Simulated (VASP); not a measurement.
# Te (P6_3/mmc) in VASP: further runs, part 2 of 3

VASP 6.6.1. Earlier steps stand in the parts before.

## Step 4: Single point, PBEsol (volume scaled by 0.76)

INCAR

```
PREC = Accurate
ENCUT = 520
EDIFF = 1E-6
ISMEAR = -1
SIGMA = 0.08
LREAL = False
LASPH = True
NELM = 80
ALGO = Normal
ISIF = 2
LWAVE = False
LCHARG = False
GGA = PS
NBANDS = 13
```

KPOINTS

```
regular mesh
0
Gamma
  14 14 8
```

POSCAR

```
Te
1.0
    3.3179174489      0.0000000000      0.0000000000
   -1.6589587244      2.8734007984      0.0000000000
    0.0000000000      0.0000000000      4.7019278580
Te
2
Direct
    0.3333333333      0.6666666667      0.2500000000
    0.6666666667      0.3333333333      0.7500000000
```

Potentials or basis: VASP PAW PBE potentials, release 64 (Te).

On the command line:

```console
> cat potpaw_PBE.64/Te/POTCAR > POTCAR
> mpirun -np 1 vasp_std > vasp.out
```

OUTCAR:

```text
PREC = Accurate
   ENCUT = 520
   EDIFF = 1E-6
   ISMEAR = -1
   LREAL = False
   LASPH = True
   NELM = 80
   ISIF = 2
   GGA = PS

 ion  position               nearest neighbor table
   1  0.333  0.667  0.250-   2 3.03   2 3.03   2 3.03   2 3.03   2 3.03   2 3.03
   2  0.667  0.333  0.750-   1 3.03   1 3.03   1 3.03   1 3.03   1 3.03   1 3.03

  LATTYP: Found a hexagonal cell.
 ALAT       =     3.3179174489
 C/A-ratio  =     1.4171322616

  Lattice vectors:

 A1 = (   3.3179174489,   0.0000000000,   0.0000000000)
 A2 = (  -1.6589587244,   2.8734007984,   0.0000000000)
 A3 = (   0.0000000000,   0.0000000000,   4.7019278580)

Analysis of symmetry for initial positions (statically):
=====================================================================
 Subroutine PRICEL returns:
 Original cell was already a primitive cell.

 Routine SETGRP: Setting up the symmetry group for a
 hexagonal supercell.

 Subroutine GETGRP returns: Found 24 space group operations
 (whereof 12 operations were pure point group operations)
 out of a pool of 24 trial point group operations.

The static configuration has the point symmetry D_3d.
 The point group associated with its full space group is D_6h.

Analysis of symmetry for dynamics (positions and initial velocities):
=====================================================================
 Subroutine PRICEL returns:
 Original cell was already a primitive cell.

 Routine SETGRP: Setting up the symmetry group for a
 hexagonal supercell.

 Subroutine GETGRP returns: Found 24 space group operations
 (whereof 12 operations were pure point group operations)
 out of a pool of 24 trial point group operations.

The dynamic configuration has the point symmetry D_3d.
 The point group associated with its full space group is D_6h.

 Subroutine INISYM returns: Found 24 space group operations
 (whereof 12 operations are pure point group operations),
 and found     1 'primitive' translations

----------------------------------------------------------------------------------------

                                     Primitive cell

  volume of cell :      44.8268

  direct lattice vectors                    reciprocal lattice vectors
     3.317917449  0.000000000  0.000000000     0.301393876  0.174009835  0.000000000
    -1.658958724  2.873400798  0.000000000     0.000000000  0.348019671  0.000000000
     0.000000000  0.000000000  4.701927858     0.000000000  0.000000000  0.212678720

  length of vectors
     3.317917449  3.317917449  4.701927858     0.348019671  0.348019671  0.212678720

  position of ions in fractional coordinates (direct lattice)
     0.333333333  0.666666667  0.250000000
     0.666666667  0.333333333  0.750000000

  ion indices of the primitive-cell ions
   primitive index   ion index
                 1           1
                 2           2

----------------------------------------------------------------------------------------

 KPOINTS: regular mesh

Automatic generation of k-mesh.
 Grid dimensions read from file:
 generate k-points for:   14   14    8

 Generating k-lattice:

  Cartesian coordinates                     Fractional coordinates (reciprocal lattice)
     0.021528134  0.012429274  0.000000000     0.071428571  0.000000000  0.000000000
     0.000000000  0.024858548  0.000000000     0.000000000  0.071428571  0.000000000
     0.000000000  0.000000000  0.026584840     0.000000000  0.000000000  0.125000000

  Length of vectors
     0.024858548  0.024858548  0.026584840

  Shift w.r.t. Gamma in fractional coordinates (k-lattice)
     0.000000000  0.000000000  0.000000000

 Subroutine IBZKPT returns following result:
 ===========================================

 Found    120 irreducible k-points:

 Following reciprocal coordinates:
            Coordinates               Weight
  0.000000  0.000000  0.000000      1.000000
  0.071429  0.000000  0.000000      6.000000
  0.142857 -0.000000  0.000000      6.000000
  0.214286  0.000000  0.000000      6.000000
  0.285714  0.000000  0.000000      6.000000
  0.357143  0.000000  0.000000      6.000000
[... 16 lines left out ...]
  0.285714  0.285714  0.000000      6.000000
  0.357143  0.285714  0.000000      6.000000
 [... further k-points ...]
   k-points           NKPTS =    120   k-points in BZ     NKDIM =    120   number of bands    NBANDS=     13
   number of dos      NEDOS =    301   number of ions     NIONS =      2
   total plane-waves  NPLWV =  28224
   dimension x,y,z NGX =    28 NGY =   28 NGZ =   36
   dimension x,y,z NGXF=    56 NGYF=   56 NGZF=   72
   ions per type =               2
   NGX,Y,Z   is equivalent  to a cutoff of  14.03, 14.03, 12.73 a.u.
   NGXF,Y,Z  is equivalent  to a cutoff of  28.06, 28.06, 25.46 a.u.
 SYSTEM =  unknown system
   PREC   = accura    normal or accurate (medium, high low for compatibility)
   ISTART =      0    job   : 0-new  1-cont  2-samecut
   ICHARG =      2    charge: 1-file 2-atom 10-const
   ISPIN  =      1    spin polarized calculation?
   LNONCOLLINEAR =      F non collinear calculations
   LSORBIT =      F    spin-orbit coupling
   LASPH  =      T    aspherical Exc in radial PAW
   ENCUT  =  520.0 eV  38.22 Ry    6.18 a.u.   6.17  6.17  8.74*2*pi/ulx,y,z
   NELM   =     80;   NELMIN=  2; NELMDL= -5     # of ELM steps
   EDIFF  = 0.1E-05   stopping-criterion for ELM
   LREAL  =      F    real-space projection
   EDIFFG = 0.1E-04   stopping-criterion for IOM
   NSW    =      0    number of steps for IOM
   IBRION =     -1    ionic relax: 0-MD 1-quasi-New 2-CG
   NFREE  =      0    steps in history (QN), initial steepest desc. (CG)
   ISIF   =      2    stress and relaxation
   ISYM   =      2    0-nonsym 1-usesym 2-fastsym
   POTIM  = 0.5000    time-step for ionic-motion
   TEBEG  =    0.0;   TEEND  =   0.0 temperature during run
   PSTRESS=    0.0 pullay stress
   NELECT =      12.0000    total number of electrons
   NUPDOWN=      -1.0000    fix difference up-down
   EMIN   =  10.00;   EMAX   =-10.00  energy-range for DOS
   EFERMI =   0.00;   METHOD = LEGACY
   ISMEAR =    -1;   SIGMA  =   0.08  broadening in eV -4-tet -1-fermi 0-gaus
   EFERMI_NEDOS =   21; number of points for ismear=-14 and -15
   IALGO  =     38    algorithm
   IMIX   =      4    mixing-type and parameters
     AMIX     =   0.40;   BMIX     =  1.00
     AMIX_MAG =   1.60;   BMIX_MAG =  1.00
  volume/ion in A,a.u.               =      22.41       151.25
  Fermi-wavevector in a.u.,A,eV,Ry     =   1.055090  1.993830 15.146196  1.113214
  Thomas-Fermi vector in A             =   2.190275
   LORBIT       =      0    0 simple, 1 ext, 2 COOP (PROOUT), +10 PAW based schemes
   GGA     = PS    functional components
   LHFCALC =     F    Hartree Fock is set to
   AEXX    =    0.0000 exact exchange contribution
   IVDW    =     0    specifies the selected vdW correction
   LEPSILON=     F    determine dielectric tensor
   LRPA    =     F    only Hartree local field effects (RPA)
 non-spin polarized calculation
  energy-cutoff  :      520.00
  volume of cell :       44.83
 maximum number of plane-waves:      1241
 NGX is ok and might be reduce to    28
   NGX = 13   NGY = 13   NGZ = 17

 number of electron      11.9999999 magnetization

 Free energy of the ion-electron system (eV)
  ---------------------------------------------------
  ext. energy  EPLUGINS =         0.00000000
  ---------------------------------------------------
  free energy    TOTEN  =        -6.10853324 eV

  energy without entropy =       -6.08665288  energy(sigma->0) =       -6.09759306

 E-fermi :  11.4092     XC(G=0): -11.2561

 val. band max:       11.4071016399   @ k =   0.2857   0.1429   0.0000
 cond. band min:      11.4766338657   @ k =   0.2857   0.2143   0.0000
 fundamental gap:      0.0695322258
 Fermi energy:        11.4091781380

 k-point     1 :       0.0000    0.0000    0.0000
  band No.  band energies     occupation
      1      -4.7724      2.00000
      2       1.0809      2.00000
      3       3.6880      2.00000
      4      12.0661      0.00054
      5      12.0661      0.00054
      6      14.5585      0.00000
      7      14.5585      0.00000
      8      16.7242      0.00000
      9      17.3032      0.00000
     10      19.1677      0.00000
     11      20.5808      0.00000
     12      20.5808      0.00000
     13      22.3863      0.00000
[... 353 lines left out ...]
 k-point    24 :       0.3571    0.2857    0.0000
  band No.  band energies     occupation
      1      -0.3266      2.00000
      2       0.2972      2.00000
      3       4.7312      2.00000
      4       8.0081      2.00000
      5       8.3310      2.00000
      6       8.4705      2.00000
      7       9.1415      2.00000
      8      10.1721      2.00000
      9      14.4916      0.00000
     10      20.3491      0.00000
     11      22.5774      0.00000
     12      22.6512      0.00000
     13      26.2170      0.00000

 [... further k-points ...]
[... 5 lines left out ...]
  --------------------------------------------------------------------------------------
  -------------------------------------------------------------------------------------
  Total        5.4695052      5.4695052      5.4937538      0.0000000      0.0000000      0.0000000
  in kB      195.4883492    195.4883492    196.3550309      0.0000000      0.0000000      0.0000000
  external PRESSURE =     195.7772431 kB  Pullay stress =       0.0000000 kB

 VOLUME and BASIS-vectors are now :
 -----------------------------------------------------------------------------
  energy-cutoff  :      520.00
  volume of cell :       44.83
      direct lattice vectors                 reciprocal lattice vectors
     3.317917449  0.000000000  0.000000000     0.301393876  0.174009835  0.000000000
    -1.658958724  2.873400798  0.000000000     0.000000000  0.348019671  0.000000000
     0.000000000  0.000000000  4.701927858     0.000000000  0.000000000  0.212678720

 POSITION                                       TOTAL-FORCE (eV/Angst)
 -----------------------------------------------------------------------------------
     -0.00000      1.91560      1.17548        -0.000000     -0.000000      0.000000
      1.65896      0.95780      3.52645         0.000000      0.000000      0.000000
 -----------------------------------------------------------------------------------
    total drift:                               -0.000000      0.000000      0.000000

  FREE ENERGIE OF THE ION-ELECTRON SYSTEM (eV)
  ---------------------------------------------------
  free  energy   TOTEN  =        -6.1085332371 eV

  energy  without entropy=       -6.0866528805  energy(sigma->0) =       -6.09759306
```

OSZICAR:

```text
N       E                     dE             d eps       ncg     rms          rms(c)
DAV:   1     0.453416631659E+02    0.45342E+02   -0.48521E+03  3120   0.779E+02
DAV:   2    -0.377154634774E+01   -0.49113E+02   -0.46711E+02  4210   0.124E+02
DAV:   3    -0.609298897011E+01   -0.23214E+01   -0.23073E+01  3998   0.289E+01
DAV:   4    -0.611437816359E+01   -0.21389E-01   -0.21386E-01  3728   0.345E+00
DAV:   5    -0.611467757214E+01   -0.29941E-03   -0.29941E-03  4069   0.434E-01    0.148E+01
DAV:   6    -0.611070229499E+01    0.39753E-02   -0.90843E-04  3798   0.174E-01    0.901E+00
DAV:   7    -0.610852846637E+01    0.21738E-02   -0.19964E-03  3830   0.253E-01    0.108E-01
DAV:   8    -0.610853480989E+01   -0.63435E-05   -0.56271E-05  3871   0.510E-02    0.931E-02
DAV:   9    -0.610853312913E+01    0.16808E-05   -0.44680E-06  3755   0.144E-02    0.884E-02
DAV:  10    -0.610853323713E+01   -0.10800E-06   -0.53407E-07  2665   0.529E-03
   1 F= -.61085332E+01 E0= -.60975931E+01  d E =-.218804E-01
```

stdout:

```text
POSCAR found type information on POSCAR Te
 POSCAR found :  1 types and       2 ions
 scaLAPACK will be used
 -----------------------------------------------------------------------------
|                                                                             |
|                                                                             |
|     You enforced a specific xc type in the INCAR file but a different       |
|     I HOPE YOU KNOW WHAT YOU ARE DOING!                                     |
|                                                                             |
 -----------------------------------------------------------------------------

 LDA part: xc-table for (Slater+PW92), standard interpolation
 POSCAR, INCAR and KPOINTS ok, starting setup
 FFT: planning ... GRIDC
 FFT: planning ... GRID_SOFT
 FFT: planning ... GRID
 WAVECAR not read
 entering main loop
```

Run time: 19 s. Hardware: 1 thread of Intel Xeon 6975P-C (Granite Rapids), shared host; peak memory 0.2 GiB.

Results:

```
Free energy            : -6.1085 eV
Pressure               : 19.6 GPa
Band gap on the k mesh : zero (band 6 reaches 14.56 eV, above the bottom of band 7 at 9.14 eV)
```

Stress tensor (GPa, compression positive):
```
19.55  0.00  0.00
 0.00 19.55  0.00
 0.00  0.00 19.64
```

Levels at points of the mesh, in eV from the Fermi level:
| k point | band 3 | band 4 | band 5 | band 6 | band 7 | band 8 | band 9 | band 10 |
| --- | --- | --- | --- | --- | --- | --- | --- | --- |
| (0.00, 0.00, 0.00) | -7.72 | 0.66 | 0.66 | 3.15 | 3.15 | 5.32 | 5.89 | 7.76 |
| (0.50, 0.00, 0.00) | -5.54 | -4.25 | -3.66 | -2.39 | -1.66 | 2.68 | 2.72 | 6.91 |
| (0.00, 0.00, 0.50) | -0.57 | -0.57 | 1.91 | 1.91 | 1.91 | 1.91 | 6.90 | 6.90 |
| (0.50, 0.00, 0.50) | -7.53 | -7.53 | -0.59 | -0.59 | 1.18 | 1.18 | 5.37 | 5.37 |

Caveat: the PAW data sets were made with another functional, which shifts forces and pressure a little; spin-orbit coupling is left out, which moves the levels of the heavy elements.

(Continued in part 3 of 3.)
